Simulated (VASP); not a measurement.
Set up this calculation in VASP 6.6.1, as the native input.

* Task: single point
* Functional: PBEsol
* Potentials or basis: VASP PAW PBE potentials, release 64 (Sn_d, O)
* Cutoff: 600 eV
* k mesh: 3 × 3 × 2
* Occupations: gaussian, width 0.01 eV
* Spin: no spin polarisation
* Dipole correction: no
* Further INCAR settings: ALGO = Normal; EDIFF = 1e-06; NBANDS = 28

The structure of SnO lies in POSCAR:

```
SnO
1.0
    3.7986000000      0.0000000000      0.0000000000
    0.0000000000      3.7986000000      0.0000000000
    0.0000000000      0.0000000000      4.8408000000
Sn O
2 2
Direct
    0.5000000000      0.0000000000      0.2369000000
    1.0000000000      0.5000000000      0.7631000000
    1.0000000000      0.0000000000      0.0000000000
    0.5000000000      0.5000000000      0.0000000000
```

The input as run:

INCAR

```
ALGO = Normal
EDIFF = 1E-6
ENCUT = 600
GGA = PS
GGA_COMPAT = F
ISIF = 2
ISMEAR = 0
LASPH = T
LCHARG = F
LREAL = F
LWAVE = F
NBANDS = 28
NELM = 120
PREC = Accurate
SIGMA = 0.01
```

KPOINTS

```
k-points
0
Gamma
  3 3 2
```

Potentials or basis: VASP PAW PBE potentials, release 64 (Sn_d, O).

The run is started by

```sh
$ cat potpaw_PBE.64/Sn_d/POTCAR potpaw_PBE.64/O/POTCAR > POTCAR
$ mpirun -np 1 vasp_std > vasp.out
```

It gave:

| Quantity | Value |
| --- | --- |
| Pressure | 0.7 GPa |
| Largest force | 0.330 eV/Å |
| Band gap on the k mesh | 1.05 eV (least direct gap 2.04 eV) |

Caveat: the k points lie up to 0.65 Å⁻¹ apart; the PAW data sets were made with another functional, which shifts forces and pressure a little; spin-orbit coupling is left out, which moves the levels of the heavy elements.

Run time: 22 s on 1 thread of Intel(R) Xeon(R) 6975P-C (Granite Rapids), with other jobs on the host, peak memory 0.18 GiB.
